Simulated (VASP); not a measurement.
The system is Mg2Sn.

```
Sn Mg
1.0
     0.00000    3.48133    3.48133
     3.48133    0.00000    3.48133
     3.48133    3.48133    0.00000
Sn Mg
1 2
Direct
  0.00000 0.00000 0.00000
  0.25000 0.25000 0.25000
  0.75000 0.75000 0.75000
```

This cell differs from its parent crystal: strain +3.0%.

Base run:

```yaml
Program: VASP 6.6.1
Functional: r2SCAN
Potentials_or_basis: VASP PAW PBE potentials, release 64 (Sn_d, Mg)
Cutoff: 660 eV
k_mesh: 6 × 6 × 6
Occupations: fermi-dirac, width 0.02 eV
Spin: no spin polarisation
```

Its results: band gap on the k mesh 0.02 eV, indirect (least direct gap 1.48 eV); pressure -3.5 GPa.

**Question.** The run is repeated on the same cell with these changes: functional from r2SCAN to PBE; cutoff from 660 eV to 600 eV. What comes out?

**Answer.** Band gap on the k mesh zero (band 9 reaches 3.69 eV, above the bottom of band 10 at 3.39 eV); pressure -2.4 GPa.

Caveats: spin-orbit coupling is left out, which moves the levels of the heavy elements; the PAW data sets were made with another functional, which shifts forces and pressure a little (some runs).

A k mesh can miss the band edges.
